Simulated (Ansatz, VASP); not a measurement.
ZnO: VASP beside Ansatz

The input INCAR:

```
SYSTEM = ZnO
ALGO = Normal
EDIFF = 1E-7
EDIFFG = -0.05
ENCUT = 600
GGA = PS
IBRION = 2
ISIF = 3
ISMEAR = 0
LASPH = .True.
LCHARG = .False.
LREAL = .False.
LWAVE = .False.
NELM = 60
NSW = 80
PREC = Accurate
SIGMA = 0.01
```

KPOINTS

```
k-points
0
Gamma
  6 6 4
  0 0 0
```

POSCAR

```
ZnO
1.0
    3.2493080000      0.0000000000      0.0000000000
   -1.6246540000      2.8139832727      0.0000000000
    0.0000000000      0.0000000000      5.2057090000
Zn O
2 2
Direct
    0.3333330000      0.6666670000      0.5000000000
    0.6666670000      0.3333330000      0.0000000000
    0.6666670000      0.3333330000      0.3790100000
    0.3333330000      0.6666670000      0.8790100000
```

Input for Ansatz:

```yaml
crystal:
  lattice:
    - [3.249308, 0.0, 0.0]
    - [-1.6246539999999994, 2.813983272720007, 0.0]
    - [0.0, 0.0, 5.205709]
  atoms:
    - { symbol: Zn, position: [0.333333, 0.666667, 0.5] }
    - { symbol: Zn, position: [0.666667, 0.333333, 0.0] }
    - { symbol: O, position: [0.666667, 0.333333, 0.37901] }
    - { symbol: O, position: [0.333333, 0.666667, 0.8790099999999998] }
basis:
  ecutwfc: 420.0
kpoints:
  mp_grid:
    grid: [6, 6, 4]
hamiltonian:
  xc: pbesol
  dispersion: none
scf:
  occupations:
    method: fixed
relax:
  f_tol: 0.05
  cell: {}
```

Alike in both runs: task relaxation of cell and atoms; functional PBEsol; k mesh 6 × 6 × 4; no spin polarisation.

|  | VASP | Ansatz |
| --- | --- | --- |
| version | VASP 6.6.1 | Ansatz 0.2.0 |
| potentials or method | VASP PAW PBE potentials, release 64 (Zn, O), cutoff 600 eV | plane waves, PAW |
| occupations | gaussian, width 0.01 eV | fixed |
| valence electrons in the cell | 36 | 36 |

VASP gave:

```
relaxed volume (Å³/atom)                                     : 11.82
relaxed cell length with the largest relative difference (Å) : 3.235
```

**Question.** What did Ansatz give for the same quantities?

**Answer.** Relaxed volume (Å³/atom): 11.78; relaxed cell length with the largest relative difference (Å): 3.230.

VASP's potentials were made for PBE, not for PBEsol. Ansatz's warnings: structure snapped to symmetry.
